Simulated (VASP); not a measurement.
A run of VASP 6.6.1 is set up as follows.

File INCAR:

```
PREC = Accurate ; ENCUT = 520
EDIFF = 1E-6 ; ISMEAR = 0
SIGMA = 0.1 ; LREAL = F
LASPH = T ; NELM = 80
ALGO = Normal ; ISIF = 2
LWAVE = F ; LCHARG = F
GGA = PS ; ISYM = 0
NBANDS = 16
```

File KPOINTS:

```
Automatic mesh
0
Gamma
  8 6 15
```

POSCAR

```
InSb
1.0
    4.6102358844      0.0000000000      0.0000000000
    0.0000000000      6.5198581135      0.0000000000
    2.3051179422     -3.2599290567      2.3051179422
In Sb
1 1
Direct
    0.0000000000      0.0000000000      0.0000000000
    0.5000000000      0.2500000000      0.0000000000
```

Potentials or basis: VASP PAW PBE potentials, release 64 (In_d, Sb).

Run with:

```console
$ cat potpaw_PBE.64/In_d/POTCAR potpaw_PBE.64/Sb/POTCAR > POTCAR
$ mpirun -np 1 vasp_std > vasp.out
```

Q: Predict the pressure.

A: 0.0 GPa.

Q: Estimate the band gap on the k mesh.

A: Zero (filled and empty bands touch).

Caveat: the PAW data sets were made with another functional, which shifts forces and pressure a little; spin-orbit coupling is left out, which moves the levels of the heavy elements.

**Measured values to compare with.**

“Electronic Structure and Epitaxy of CdTe Shells on InSb Nanowires”, 2021, arxiv:2111.05126 quotes, for a bulk crystal of InSb: band gap 0.24 eV.

Measured gap of InSb: 0.24 eV (quoted in “Electronic Structure and Epitaxy of CdTe Shells on InSb Nanowires”, 2021, arxiv:2111.05126). This calculation gives 0.00 eV (-0.24 eV). Spin-orbit coupling on In, Sb is left out. The value is that of PBEsol on a finite k mesh, which can miss the band edges, without temperature or zero-point motion. Semilocal functionals fall short of measured gaps as a rule.
